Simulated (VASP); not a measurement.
Wanted: the native input for a VASP 6.6.1 run.

```
Task                   : single point
Functional             : LDA
Potentials or basis    : VASP PAW LDA potentials, release 64 (Ga_d, N)
Cutoff                 : 520 eV
k mesh                 : 10 × 10 × 10
Occupations            : gaussian, width 0.01 eV
Spin                   : no spin polarisation
Dipole correction      : no
Further INCAR settings : ALGO = Normal; EDIFF = 1e-06; NBANDS = 16
```

The structure of GaN lies in POSCAR:

```
GaN
1.0
    0.0000000000      2.1435692884      2.1435692884
    2.1435692884      0.0000000000      2.1435692884
    2.1435692884      2.1435692884      0.0000000000
Ga N
1 1
Direct
    0.0000000000      0.0000000000      0.0000000000
    0.7500000000      0.7500000000      0.7500000000
```

These files were run (other wordings do the same):

INCAR

```
ALGO = Normal ; EDIFF = 1E-6
ENCUT = 520 ; ISIF = 2
ISMEAR = 0 ; LASPH = True
LCHARG = False ; LREAL = False
LWAVE = False ; NBANDS = 16
NELM = 80 ; PREC = Accurate
SIGMA = 0.01
```

KPOINTS

```
k-points
0
Gamma
  10 10 10
```

Potentials or basis: VASP PAW LDA potentials, release 64 (Ga_d, N).

Launch:

```bash
$ cat potpaw_LDA.64/Ga_d/POTCAR potpaw_LDA.64/N/POTCAR > POTCAR
$ mpirun -np 1 vasp_std > vasp.out
```

It gave:

```
Pressure               : 31.5 GPa
Band gap on the k mesh : 2.72 eV, direct
```

It took 9.2 s on 1 thread of AMD EPYC 9R45 96-Core Processor (Zen 5) (shared host), peak memory 0.1 GiB.
